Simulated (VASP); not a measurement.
A run of VASP 6.6.1 is set up as follows.

Contents of INCAR:

```
SYSTEM = BP
  PREC = Accurate
  ENCUT = 500
  EDIFF = 1E-8
  ISMEAR = 0
  SIGMA = 0.01
  LREAL = .FALSE.
  LASPH = .TRUE.
  NELM = 120
  ALGO = Normal
  ISIF = 3
  LWAVE = .FALSE.
  LCHARG = .FALSE.
  GGA = PE
  NBANDS = 11
  IBRION = 6
  NFREE = 2
  POTIM = 0.015
  NSW = 1
  GGA_COMPAT = .FALSE.
```

Contents of KPOINTS:

```
regular mesh
0
G
  10 10 10
  0 0 0
```

POSCAR

```
BP
1.0
    0.0000000000      2.2741520756      2.2741520756
    2.2741520756      0.0000000000      2.2741520756
    2.2741520756      2.2741520756      0.0000000000
B P
1 1
Direct
    0.0000000000      0.0000000000      0.0000000000
    0.2500000000      0.2500000000      0.2500000000
```

Potentials or basis: VASP PAW PBE potentials, release 64 (B, P).

The run is started by

```sh
$ cat potpaw_PBE.64/B/POTCAR potpaw_PBE.64/P/POTCAR > POTCAR
$ mpirun -np 1 vasp_std > vasp.out
```

Estimate the elastic constants C11, C12, C44.

339, 72, 185 GPa.

What does it give for the Voigt bulk modulus?

161 GPa.

Estimate the highest phonon frequency at Γ, LO-TO splitting left out.

798 cm⁻¹.

Phonon frequencies in cm⁻¹ (negative: imaginary):
```csv
q point,frequencies
"(0.000, 0.000, 0.000)",0 0 0 798 798 798
```
